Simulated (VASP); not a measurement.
ZnS:

```
CELL_PARAMETERS angstrom
1.90307 1.09874 9.35195
-1.90307 1.09874 9.35195
0.00000 -2.19748 9.35195
ATOMIC_POSITIONS crystal
Zn 0.99997 0.99997 0.99997
Zn 0.22227 0.22227 0.22227
Zn 0.44461 0.44461 0.44461
S 0.08327 0.08327 0.08327
S 0.52784 0.52784 0.52784
S 0.30536 0.30536 0.30536
```

Base run:

```yaml
Program: VASP 6.6.1
Functional: PBEsol
Potentials_or_basis: VASP PAW PBE potentials, release 64 (Zn, S)
Cutoff: 500 eV
k_mesh: 6 × 6 × 6
Occupations: gaussian, width 0.01 eV
Spin: no spin polarisation
Hubbard_terms: Zn d U = 6.0 eV
```

Its results: band gap on the k mesh 2.44 eV; pressure -3.4 GPa; largest force 0.020 eV/Å.

The run is repeated on the same cell with these changes: hubbard terms from Zn d U = 6.0 eV to Zn d U = 4.0 eV. What comes out?

Band gap on the k mesh 2.32 eV; pressure -2.5 GPa; largest force 0.016 eV/Å.

Caveats: the PAW data sets were made with another functional, which shifts forces and pressure a little; the cell stands under tension (at least some runs).

A k mesh can miss the band edges.
